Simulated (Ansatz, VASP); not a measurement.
# WC: VASP beside Ansatz

File INCAR:

```
PREC     = Accurate       # precision mode
ENCUT    = 520            # plane-wave cutoff, eV
EDIFF    = 1E-6           # SCF threshold, eV
ISMEAR   = 0              # smearing method
SIGMA    = 0.15           # smearing width, eV
LREAL    = False          # projectors in reciprocal space
LASPH    = True           # aspherical terms in the spheres
NELM     = 60             # most SCF steps
ALGO     = Normal         # electronic algorithm
ISIF     = 2              # what is computed and relaxed
LWAVE    = False          # write WAVECAR
LCHARG   = False          # write CHGCAR
GGA      = PS             # functional
NBANDS   = 16             # bands
```

Contents of KPOINTS:

```
Automatic mesh
0
Gamma
  18 18 16
```

Contents of POSCAR:

```
WC
1.0
    2.9005014360      0.0000000000      0.0000000000
   -1.4502507180      2.5119079273      0.0000000000
    0.0000000000      0.0000000000      2.8290000000
W C
1 1
Direct
    0.0895733468      0.1791466937      0.0000000000
    0.6666666667      0.3333333333      0.5000000000
```

Input for Ansatz:

```yaml
crystal:
  lattice:
    - [2.900501436, 0.0, 0.0]
    - [-1.450250718, 2.5119079273, 0.0]
    - [0.0, 0.0, 2.829]
  atoms:
    - { symbol: W, position: [0.0895733468, 0.1791466937, 0.0] }
    - { symbol: C, position: [0.6666666667, 0.3333333333, 0.5] }
basis:
  ecutwfc: 420
kpoints:
  mp_grid: { grid: [18, 18, 16] }
hamiltonian:
  xc: pbesol
scf:
  occupations: { method: gaussian, width: 0.15 }
output:
  forces: true
  stress: true
  eigenvalues: true
```

Alike in both runs: task single point; functional PBEsol; k mesh 18 × 18 × 16; occupations gaussian, width 0.15 eV; no spin polarisation.

```csv
,VASP,Ansatz
version,VASP 6.6.1,Ansatz 0.2.0
potentials or method,"VASP PAW PBE potentials, release 64 (W_sv, C), cutoff 520 eV","scalar-relativistic, plane waves, PAW"
valence electrons in the cell,18,18
```

```csv
,VASP,Ansatz,Ansatz less VASP
gap on the k mesh at the Fermi level (eV),none,none,-
pressure (GPa),23.1,21.7,-1.35
"traceless stress, the component that is largest in VASP (GPa)",-21.55,-20.95,+0.602
rms of the force components (eV/Å),2.281,2.276,-0.0052
```

VASP's potentials were made for PBE, not for PBEsol. Atom by atom the forces differ by 0.005 eV/Å (rms over components). A gap of «none» marks a metal or a gap that the smearing closes.

Spin-orbit coupling is off throughout.
